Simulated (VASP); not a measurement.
# Hf (P6_3/mmc) in VASP: single point with PBE

Aim: the single point of Hf with PBE.

All numbers are computed with VASP 6.6.1; they aren't measurements. Logs are shortened: lines on timing, memory, paths and dates and some standing lists are left out, and cuts for length are marked.

### Step 1. The cell of the first run

Symmetry: P6_3/mmc, No. 194, hexagonal system. The conventional cell has a = 3.197 Å, b = 3.197 Å, c = 5.058 Å, α = 90.00°, β = 90.00°, γ = 120.00°. Hf (site symmetry -6m2) has 12 Hf at 3.13 to 3.20 Å within 4.1 Å.

### Step 2. Single point, PBE

Input file INCAR:

```
SYSTEM = Hf
  PREC = Accurate
  ENCUT = 520
  EDIFF = 1E-6
  ISMEAR = -1
  SIGMA = 0.05
  LREAL = .FALSE.
  LASPH = .TRUE.
  NELM = 100
  ALGO = Normal
  ISIF = 2
  LWAVE = .FALSE.
  LCHARG = .FALSE.
  GGA = PE
  NBANDS = 17
```

Input file KPOINTS:

```
Automatic mesh
0
G
  12 12 7
  0 0 0
```

Input file POSCAR:

```
Hf
1.0
    3.1967000000      0.0000000000      0.0000000000
   -1.5983500000      2.7684234083      0.0000000000
    0.0000000000      0.0000000000      5.0578000000
Hf
2
Direct
    0.3333333333      0.6666666667      0.2500000000
    0.6666666667      0.3333333333      0.7500000000
```

Potentials or basis: VASP PAW PBE potentials, release 64 (Hf_pv).

The run is started by

```
cat potpaw_PBE.64/Hf_pv/POTCAR > POTCAR
mpirun -np 1 vasp_std > vasp.out
```

OUTCAR:

```text
SYSTEM = Hf
   PREC = Accurate
   ENCUT = 520
   EDIFF = 1E-6
   ISMEAR = -1
   LREAL = .FALSE.
   LASPH = .TRUE.
   NELM = 100
   ISIF = 2
   GGA = PE

 ion  position               nearest neighbor table
   1  0.333  0.667  0.250-   2 3.13   2 3.13   2 3.13   2 3.13   2 3.13   2 3.13
   2  0.667  0.333  0.750-   1 3.13   1 3.13   1 3.13   1 3.13   1 3.13   1 3.13

  LATTYP: Found a hexagonal cell.
 ALAT       =     3.1967000000
 C/A-ratio  =     1.5821941377

  Lattice vectors:

 A1 = (   3.1967000000,   0.0000000000,   0.0000000000)
 A2 = (  -1.5983500000,   2.7684234083,   0.0000000000)
 A3 = (   0.0000000000,   0.0000000000,   5.0578000000)

Analysis of symmetry for initial positions (statically):
=====================================================================
 Subroutine PRICEL returns:
 Original cell was already a primitive cell.

 Routine SETGRP: Setting up the symmetry group for a
 hexagonal supercell.

 Subroutine GETGRP returns: Found 24 space group operations
 (whereof 12 operations were pure point group operations)
 out of a pool of 24 trial point group operations.

The static configuration has the point symmetry D_3d.
 The point group associated with its full space group is D_6h.

Analysis of symmetry for dynamics (positions and initial velocities):
=====================================================================
 Subroutine PRICEL returns:
 Original cell was already a primitive cell.

 Routine SETGRP: Setting up the symmetry group for a
 hexagonal supercell.

 Subroutine GETGRP returns: Found 24 space group operations
 (whereof 12 operations were pure point group operations)
 out of a pool of 24 trial point group operations.

The dynamic configuration has the point symmetry D_3d.
 The point group associated with its full space group is D_6h.

 Subroutine INISYM returns: Found 24 space group operations
 (whereof 12 operations are pure point group operations),
 and found     1 'primitive' translations

----------------------------------------------------------------------------------------

                                     Primitive cell

  volume of cell :      44.7606

  direct lattice vectors                    reciprocal lattice vectors
     3.196700000  0.000000000  0.000000000     0.312822598  0.180608211  0.000000000
    -1.598350000  2.768423408  0.000000000     0.000000000  0.361216423  0.000000000
     0.000000000  0.000000000  5.057800000     0.000000000  0.000000000  0.197714421
[... 83 lines left out ...]
   NELM   =    100;   NELMIN=  2; NELMDL= -5     # of ELM steps
   EDIFF  = 0.1E-05   stopping-criterion for ELM
   LREAL  =      F    real-space projection
   EDIFFG = 0.1E-04   stopping-criterion for IOM
   NSW    =      0    number of steps for IOM
   IBRION =     -1    ionic relax: 0-MD 1-quasi-New 2-CG
   NFREE  =      0    steps in history (QN), initial steepest desc. (CG)
   ISIF   =      2    stress and relaxation
   ISYM   =      2    0-nonsym 1-usesym 2-fastsym
   POTIM  = 0.5000    time-step for ionic-motion
   TEBEG  =    0.0;   TEEND  =   0.0 temperature during run
   PSTRESS=    0.0 pullay stress
   NELECT =      20.0000    total number of electrons
   NUPDOWN=      -1.0000    fix difference up-down
   EMIN   =  10.00;   EMAX   =-10.00  energy-range for DOS
   EFERMI =   0.00;   METHOD = LEGACY
   ISMEAR =    -1;   SIGMA  =   0.05  broadening in eV -4-tet -1-fermi 0-gaus
   EFERMI_NEDOS =   21; number of points for ismear=-14 and -15
   IALGO  =     38    algorithm
   IMIX   =      4    mixing-type and parameters
     AMIX     =   0.40;   BMIX     =  1.00
     AMIX_MAG =   1.60;   BMIX_MAG =  1.00
  volume/ion in A,a.u.               =      22.38       151.03
  Fermi-wavevector in a.u.,A,eV,Ry     =   1.251563  2.365112 21.312311  1.566411
  Thomas-Fermi vector in A             =   2.385505
   LORBIT       =      0    0 simple, 1 ext, 2 COOP (PROOUT), +10 PAW based schemes
   GGA     = PE    functional components
   LHFCALC =     F    Hartree Fock is set to
   AEXX    =    0.0000 exact exchange contribution
   IVDW    =     0    specifies the selected vdW correction
   LEPSILON=     F    determine dielectric tensor
   LRPA    =     F    only Hartree local field effects (RPA)
 non-spin polarized calculation
  energy-cutoff  :      520.00
  volume of cell :       44.76
 maximum number of plane-waves:      1224
 NGX is ok and might be reduce to    24
   NGX = 11   NGY = 11   NGZ = 19

 number of electron      20.0000004 magnetization

 Free energy of the ion-electron system (eV)
  ---------------------------------------------------
  ext. energy  EPLUGINS =         0.00000000
  ---------------------------------------------------
  free energy    TOTEN  =       -19.85590838 eV

  energy without entropy =      -19.84308210  energy(sigma->0) =      -19.84949524

 E-fermi :   4.9214     XC(G=0): -11.2816

 val. band max:        4.9162488926   @ k =   0.0000   0.0000   0.4286
 cond. band min:       4.9252025499   @ k =   0.0833   0.0833   0.4286
 fundamental gap:      0.0089536572
 Fermi energy:         4.9214206349

 k-point     1 :       0.0000    0.0000    0.0000
  band No.  band energies     occupation
      1     -26.1586      2.00000
      2     -25.4185      2.00000
      3     -25.4185      2.00000
      4     -25.2930      2.00000
      5     -25.2910      2.00000
      6     -25.2910      2.00000
[... 457 lines left out ...]
      4     -25.5425      2.00000
      5     -25.4181      2.00000
      6     -25.3661      2.00000
[... 9 lines left out ...]
     16       9.4174      0.00000
     17      11.0928      0.00000

 [... further k-points ...]

------------------------ aborting loop because EDIFF is reached ----------------------------------------

  FORCE on cell =-STRESS in cart. coord.  units (eV):
  Direction    XX          YY          ZZ          XY          YZ          ZX
  --------------------------------------------------------------------------------------
  -------------------------------------------------------------------------------------
  Total        0.1102816      0.1102816      0.0794967      0.0000000      0.0000000     -0.0000000
  in kB        3.9474589      3.9474589      2.8455339      0.0000000      0.0000000     -0.0000000
  external PRESSURE =       3.5801506 kB  Pullay stress =       0.0000000 kB

 VOLUME and BASIS-vectors are now :
 -----------------------------------------------------------------------------
  energy-cutoff  :      520.00
  volume of cell :       44.76
      direct lattice vectors                 reciprocal lattice vectors
     3.196700000  0.000000000  0.000000000     0.312822598  0.180608211  0.000000000
    -1.598350000  2.768423408  0.000000000     0.000000000  0.361216423  0.000000000
     0.000000000  0.000000000  5.057800000     0.000000000  0.000000000  0.197714421

 POSITION                                       TOTAL-FORCE (eV/Angst)
 -----------------------------------------------------------------------------------
     -0.00000      1.84562      1.26445        -0.000000     -0.000000      0.000000
      1.59835      0.92281      3.79335         0.000000      0.000000      0.000000
 -----------------------------------------------------------------------------------
    total drift:                               -0.000000      0.000000     -0.000000

  FREE ENERGIE OF THE ION-ELECTRON SYSTEM (eV)
  ---------------------------------------------------
  free  energy   TOTEN  =       -19.8559083826 eV

  energy  without entropy=      -19.8430820977  energy(sigma->0) =      -19.84949524
```

stdout:

```text
POSCAR found type information on POSCAR Hf
 POSCAR found :  1 types and       2 ions
 scaLAPACK will be used
 LDA part: xc-table for (Slater+PW92), standard interpolation
 POSCAR, INCAR and KPOINTS ok, starting setup
 FFT: planning ... GRIDC
 FFT: planning ... GRID_SOFT
 FFT: planning ... GRID
 WAVECAR not read
 entering main loop
```

It took 31 s on 1 thread of Intel Xeon Platinum 8259CL at 2.50GHz (Skylake/Cascade Lake), shared host; peak memory 0.19 GiB.

Results:

- Free energy: -19.8559 eV
- Pressure: 0.4 GPa
- Band gap on the k mesh: zero (band 10 reaches 6.10 eV, above the bottom of band 11 at 4.60 eV)

Levels at points of the mesh, in eV from the Fermi level:
```tsv
k point	band 6	band 7	band 8	band 9	band 10	band 11	band 12	band 13	band 14	band 15
(0.00, 0.00, 0.00)	-30.21	-7.39	-3.71	0.64	1.17	1.17	1.45	1.99	1.99	2.63
(0.50, 0.00, 0.00)	-30.30	-3.36	-2.75	-2.23	-0.81	0.79	0.86	1.67	5.88	6.39
```

Caveat: spin-orbit coupling is left out, which moves the levels of the heavy elements.
